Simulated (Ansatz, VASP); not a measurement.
**RbVF3: VASP beside Ansatz**

The input INCAR:

```
ALGO = Normal ; EDIFF = 1E-6
ENCUT = 520 ; GGA = CA
ISIF = 2 ; ISMEAR = 0
ISPIN = 2 ; LASPH = True
LCHARG = False ; LDAU = True
LDAUJ = 0 0 0 ; LDAUL = -1 2 -1
LDAUPRINT = 1 ; LDAUTYPE = 2
LDAUU = 0 4 0 ; LMAXMIX = 4
LORBIT = 11 ; LREAL = False
LWAVE = False ; MAGMOM = 0 2.51 0.05 0.02 0.05
NBANDS = 34 ; NELM = 150
PREC = Accurate ; SIGMA = 0.05
```

File KPOINTS:

```
k-points
0
Gamma
  5 5 5
```

Contents of POSCAR:

```
RbVF3
1.0
    4.1819996800      0.0000000000      0.0000000000
    0.0000000000      4.1819996800      0.0000000000
    0.0000000000      0.0000000000      4.1819996800
Rb V F
1 1 3
Direct
    0.0000000000      0.0000000000      0.0000000000
    0.5000000000      0.5000000000      0.5000000000
    0.5000000000      0.5000000000      0.0000000000
    0.0000000000      0.5000000000      0.5000000000
    0.5000000000      0.0000000000      0.5000000000
```

Input for Ansatz:

```yaml
crystal:
  lattice:
    - [4.18199968, 0.0, 0.0]
    - [0.0, 4.18199968, 0.0]
    - [0.0, 0.0, 4.18199968]
  atoms:
    - { symbol: Rb, position: [0.0, 0.0, 0.0] }
    - { symbol: V, position: [0.5, 0.5, 0.5], spin: 3.0 }
    - { symbol: F, position: [0.5, 0.5, 0.0] }
    - { symbol: F, position: [0.0, 0.5, 0.5] }
    - { symbol: F, position: [0.5, 0.0, 0.5] }
basis:
  ecutwfc: 420
  ecutrho_ratio: 4
kpoints:
  mp_grid: { grid: [5, 5, 5] }
hamiltonian:
  xc: lda
  hubbard:
    sites:
      - { site: 1, l: d, u_eff: 4.0, starting_ns: [{ spin: up, occupation_matrix: s1up }, { spin: down, occupation_matrix: s1down }] }
    occupation_matrices:
      s1up:
        matrix:
          - [0.97, 0.0, 0.0, 0.0, 0.0]
          - [0.0, 0.97, 0.0, 0.0, 0.0]
          - [0.0, 0.0, 0.02, 0.0, 0.0]
          - [0.0, 0.0, 0.0, 0.02, 0.0]
          - [0.0, 0.0, 0.0, 0.0, 0.97]
      s1down:
        matrix:
          - [0.02, 0.0, 0.0, 0.0, 0.0]
          - [0.0, 0.02, 0.0, 0.0, 0.0]
          - [0.0, 0.0, 0.02, 0.0, 0.0]
          - [0.0, 0.0, 0.0, 0.02, 0.0]
          - [0.0, 0.0, 0.0, 0.0, 0.02]
    ns_hold: until_converged
scf:
  occupations: { method: gaussian, width: 0.05 }
  lower_state_search: "off"
  max_iter: 150
output:
  forces: true
  stress: true
  eigenvalues: true
  populations: true
  hubbard: { sites: [{ site: 1, l: d }] }
  write_density: true
  write_potential: true
  elf: true
  volumetric_format: npy
magnetization:
  spin_polarized: true
```

Alike in both runs: task single point; functional LDA; k mesh 5 × 5 × 5; occupations gaussian, width 0.05 eV; collinear spin; Hubbard terms V d U = 4.0 eV.

|  | VASP | Ansatz |
| --- | --- | --- |
| version | VASP 6.6.1 | Ansatz 0.2.0 |
| potentials or method | VASP PAW LDA potentials, release 64 (Rb_sv, V_sv, F), cutoff 520 eV | scalar-relativistic, plane waves, PAW |
| valence electrons in the cell | 43 | 43 |

|  | VASP | Ansatz | Ansatz less VASP |
| --- | --- | --- | --- |
| gap on the k mesh at the Fermi level (eV) | 2.28 | 0.42 | -1.863 |
| least direct gap on the mesh (eV) | 3.38 | 1.40 | -1.974 |
| pressure (GPa) | -3.3 | 2.0 | +5.23 |
| traceless stress, the component that is largest in VASP (GPa) | 0.00 | -4.89 | -4.888 |
| net moment per atom (μB) | 0.60 | 0.60 | 0.000 |
| size of the moment on the site where the two differ most (μB) | 2.72 | 2.28 | -0.434 |

LDA's correlation is that of Perdew and Zunger in VASP and of Perdew and Wang (1992) in Ansatz. Site moments also hang on the region over which each program counts them. The programs project onto different local orbitals, so the same U acts differently, and such runs can settle in different states. Ansatz's warnings: symmetry narrowed by occupation matrices.
